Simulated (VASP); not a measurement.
# MgS: single point with LDA

MgS:

```
Mg S
1.0
     0.00000    2.99190    2.60165
     2.21140    0.00000    2.60165
     2.21140    2.99190    0.00000
Mg S
1 1
Direct
  0.00000 0.00000 0.00000
  0.50000 0.50000 0.50000
```

This cell differs from its parent crystal: strain -0.1500 x Voigt [1, -1, 0, 0, 0, 0].

```
Program                : VASP 6.6.1
Task                   : single point
Functional             : LDA
Potentials or basis    : VASP PAW LDA potentials, release 64 (Mg, S)
Cutoff                 : 520 eV
k mesh                 : 8 × 8 × 8
Occupations            : gaussian, width 0.05 eV
Spin                   : no spin polarisation
Dipole correction      : no
Further INCAR settings : ALGO = Normal; EDIFF = 1e-06; NBANDS = 11
```

```json
{
 "Pressure": "10.1 GPa",
 "Band gap on the k mesh": "2.40 eV, indirect (least direct gap 3.27 eV)"
}
```

Stress tensor (GPa, compression positive):
```
37.43  0.00  0.00
 0.00 -7.75  0.00
 0.00  0.00  0.74
```

Levels at points of the mesh, in eV from the valence-band top:
```
           k point  band 1  band 2  band 3  band 4  band 5  band 6  band 7  band 8
(0.00, 0.00, 0.00)  -13.19   -1.05   -0.17    0.00    3.27    6.43    7.94    8.24
(0.50, 0.00, 0.00)  -11.76   -5.40   -1.40   -0.71    3.54    5.72    9.04    9.81
(0.50, 0.50, 0.00)  -11.35   -4.80   -3.04   -0.71    2.80    4.49    9.72   11.01
(0.50, 0.00, 0.50)  -12.07   -4.75   -1.97   -0.67    3.83    4.59   10.17   11.89
(0.00, 0.50, 0.50)  -10.99   -4.31   -3.35   -2.09    2.40    3.47   10.80   12.14
```

Wall time 36 s on 1 thread of Intel(R) Xeon(R) Platinum 8375C CPU @ 2.90GHz (Ice Lake) (shared host), peak memory 0.16 GiB.

Caveat: the cell differs from its parent crystal (strain -0.1500 x Voigt [1, -1, 0, 0, 0, 0]). A k mesh can miss the band edges.
